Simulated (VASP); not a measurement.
The system is LiRe2.

```
CELL_PARAMETERS angstrom
0.00000 3.50711 3.50711
3.50711 0.00000 3.50711
3.50711 3.50711 0.00000
ATOMIC_POSITIONS crystal
Li 0.00000 0.00000 0.00000
Li 0.25000 0.25000 0.25000
Re 0.62500 0.62500 0.62500
Re 0.12500 0.62500 0.62500
Re 0.62500 0.12500 0.62500
Re 0.62500 0.62500 0.12500
```

- Program: VASP 6.6.1
- Task: relaxation of cell and atoms
- Functional: PBE
- Potentials or basis: VASP PAW PBE potentials, release 64 (Li_sv, Re)
- Cutoff: 600 eV
- k mesh: 4 × 4 × 4
- Occupations: gaussian, width 0.1 eV
- Spin: no spin polarisation

At the start: pressure 31.4 GPa; volume 14.38 Å³/atom.

Problem. How do energy, volume and symmetry change on relaxing?

Solution. Over 4 steps the energy falls by 173.1 meV/atom and the volume is 16.38 Å³/atom (+13.9 %); space group Fd-3m (No. 227, to 0.05 Å).

Step by step:
| step | energy change (eV) | largest force (eV/Å) | pressure (GPa) | volume (Å³) |
| --- | --- | --- | --- | --- |
| 1 | 0.0000 | 0.0000 | 31.42 | 86.27 |
| 2 | 1.9297 | 0.0000 | -26.53 | 126.49 |
| 3 | -1.0326 | 0.0000 | -1.86 | 99.16 |
| 4 | -1.0384 | 0.0000 | -0.30 | 98.30 |

Final structure:
```
Li Re
1.0
     0.00000    3.66302    3.66302
     3.66302    0.00000    3.66302
     3.66302    3.66302    0.00000
Li Re
2 4
Direct
  0.00000 0.00000 0.00000
  0.25000 0.25000 0.25000
  0.62500 0.62500 0.62500
  0.12500 0.62500 0.62500
  0.62500 0.12500 0.62500
  0.62500 0.62500 0.12500
```

Caveat: the k points lie up to 0.37 Å⁻¹ apart in the final cell; the cutoff is under 1.25 times the usual one of these potentials, so pressure, stress and relaxed cells hold a basis-set (Pulay) error.
